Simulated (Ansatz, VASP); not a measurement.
**One calculation of KMgF3, two programs**

```xyz
5
Lattice="3.9261 0.0000 0.0000 0.0000 3.9261 0.0000 0.0000 0.0000 4.1055" Properties=species:S:1:pos:R:3 pbc="T T T"
K     1.9631    1.9631    2.0527
Mg    0.0000    0.0000    0.0000
F     1.9631    0.0000    0.0000
F     0.0000    1.9631    0.0000
F     0.0000    0.0000    2.0527
```

Change from the starting cell: strain -0.015 along x and y, +0.030 along z, atoms carried along.

Alike in both runs: task single point; functional PBEsol; k mesh 6 × 6 × 6; occupations gaussian, width 0.05 eV; no spin polarisation.

|  | VASP | Ansatz |
| --- | --- | --- |
| version | VASP 6.6.1 | Ansatz 0.2.0 |
| potentials or method | VASP PAW PBE potentials, release 64 (K_sv, Mg, F), cutoff 520 eV | scalar-relativistic, plane waves, PAW |
| valence electrons in the cell | 32 | 40 |

|  | VASP | Ansatz | Ansatz less VASP |
| --- | --- | --- | --- |
| gap on the k mesh at the Fermi level (eV) | 7.10 | 7.12 | +0.024 |
| least direct gap on the mesh (eV) | 7.44 | 7.46 | +0.022 |
| pressure (GPa) | 0.2 | 0.6 | +0.38 |
| traceless stress, the component that is largest in VASP (GPa) | -2.83 | -2.83 | -0.002 |

VASP's potentials were made for PBE, not for PBEsol. With one functional, cell and mesh, what is left measures potentials, basis and numerics. VASP's potentials hold 32 valence electrons a cell and Ansatz's 40, so a difference there can come from the potentials and not from the codes.
